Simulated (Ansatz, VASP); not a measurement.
**Se3Br: VASP beside Ansatz**

The input INCAR:

```
SYSTEM = Se3Br
ALGO     = Normal         ! electronic algorithm
EDIFF    = 1E-7           ! SCF threshold, eV
ENCUT    = 520            ! plane-wave cutoff, eV
GGA      = PE             ! functional
ISIF     = 2              ! what is computed and relaxed
ISMEAR   = -1             ! smearing method
LASPH    = .TRUE.         ! aspherical terms in the spheres
LCHARG   = .FALSE.        ! write CHGCAR
LREAL    = .FALSE.        ! projectors in reciprocal space
LWAVE    = .FALSE.        ! write WAVECAR
NBANDS   = 35             ! bands
NELM     = 60             ! most SCF steps
PREC     = Accurate       ! precision mode
SIGMA    = 0.1            ! smearing width, eV
```

KPOINTS

```
k-points
0
G
  7 7 4
  0 0 0
```

The input POSCAR:

```
Se3Br
1.0
    3.2269810000      4.4352010000      0.0000000000
    3.2269810000     -4.4352010000      0.0000000000
    0.0000000000      0.0000000000     -8.0434700000
Se Br
6 2
Direct
    0.1177000000      0.8823000000      0.0320000000
    0.8823000000      0.1177000000      0.5320000000
    0.5642000000      0.4358000000      0.7832000000
    0.4358000000      0.5642000000      0.2832000000
    0.2412000000      0.7588000000      0.6948000000
    0.7588000000      0.2412000000      0.1948000000
    0.3415000000      0.6585000000      0.9280000000
    0.6585000000      0.3415000000      0.4280000000
```

Input for Ansatz:

```yaml
crystal:
  lattice:
    - [3.226981, 4.435201, 0.0]
    - [3.226981, -4.435201, 0.0]
    - [0.0, 0.0, -8.04347]
  atoms:
    - { symbol: Se, position: [0.1177, 0.8823, 0.032] }
    - { symbol: Se, position: [0.8823, 0.1177, 0.532] }
    - { symbol: Se, position: [0.5642, 0.4358, 0.7832] }
    - { symbol: Se, position: [0.4358, 0.5642, 0.2832] }
    - { symbol: Se, position: [0.2412, 0.7588, 0.6948] }
    - { symbol: Se, position: [0.7588, 0.2412, 0.1948] }
    - { symbol: Br, position: [0.3415, 0.6585, 0.928] }
    - { symbol: Br, position: [0.6585, 0.3415, 0.428] }
  symmetry: { tolerance: 0.0003 }
kpoints:
  mp_grid: { grid: [7, 7, 4], shift: [0, 0, 0] }
  band_path:
    path:
      - [0.0, 0.0, 0.0]
      - [0.5, 0.0, 0.0]
      - [0.5, 0.0, -0.5]
      - [0.0, 0.0, -0.5]
      - [0.5, -0.5, -0.5]
    npoints: 13
magnetization:
  spin_polarized: false
scf:
  occupations: { method: fermi_dirac }
  lower_state_search: "off"
  max_iter: 200
hamiltonian:
  pseudopotentials: { kind: paw }
  xc: pbe
basis:
  ecutwfc: 420
  fft_grid_basis: typed
output:
  forces: true
  stress: true
  eigenvalues: true
  bader: true
  populations: true
  elf: true
  write_potential: true
  volumetric_format: npy
  dos:
    e_range: [-12, 8]
    de: 0.05
    projected: { site_lists: { Br: [Br], Se: [Se] } }
checkpoint:
  read: saved_state
```

Alike in both runs: task single point; functional PBE; k mesh 7 × 7 × 4; no spin polarisation.

```csv
,VASP,Ansatz
version,VASP 6.6.1,Ansatz 0.2.0
potentials or method,"VASP PAW PBE potentials, release 64 (Se, Br), cutoff 520 eV",PAW plane waves
occupations,"fermi-dirac, width 0.1 eV",fermi-dirac
valence electrons in the cell,50,110
```

```tsv
	VASP	Ansatz	Ansatz less VASP
pressure (GPa)	14.7	14.5	-0.19
traceless stress, the component that is largest in VASP (GPa)	-15.54	-15.36	+0.173
rms of the force components (eV/Å)	3.288	3.245	-0.0431
```

Atom by atom the forces differ by 0.045 eV/Å (rms over components). VASP's potentials hold 50 valence electrons a cell and Ansatz's 110, so a difference there can come from the potentials and not from the codes.
